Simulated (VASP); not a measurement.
Input of a VASP 6.6.1 run:

Contents of INCAR:

```
  PREC = Accurate
  ENCUT = 520
  EDIFF = 1E-7
  ISMEAR = -1
  SIGMA = 0.08
  LREAL = F
  LASPH = T
  NELM = 60
  ALGO = Normal
  ISIF = 2
  LWAVE = F
  LCHARG = F
  NBANDS = 17
```

File KPOINTS:

```
Automatic mesh
0
Gamma
  11 11 11
```

POSCAR

```
SnTe
1.0
    0.0000000000      3.1299735358      3.1299735358
    3.1299735358      0.0000000000      3.1299735358
    3.1299735358      3.1299735358      0.0000000000
Sn Te
1 1
Direct
    0.0000000000      0.0000000000      0.0000000000
    0.5000000000      0.5000000000      0.5000000000
```

Potentials or basis: VASP PAW LDA potentials, release 64 (Sn_d, Te).

Launch:

```sh
$ cat potpaw_LDA.64/Sn_d/POTCAR potpaw_LDA.64/Te/POTCAR > POTCAR
$ mpirun -np 1 vasp_std > vasp.out
```

Q: What does it give for the pressure?

A: -0.5 GPa.
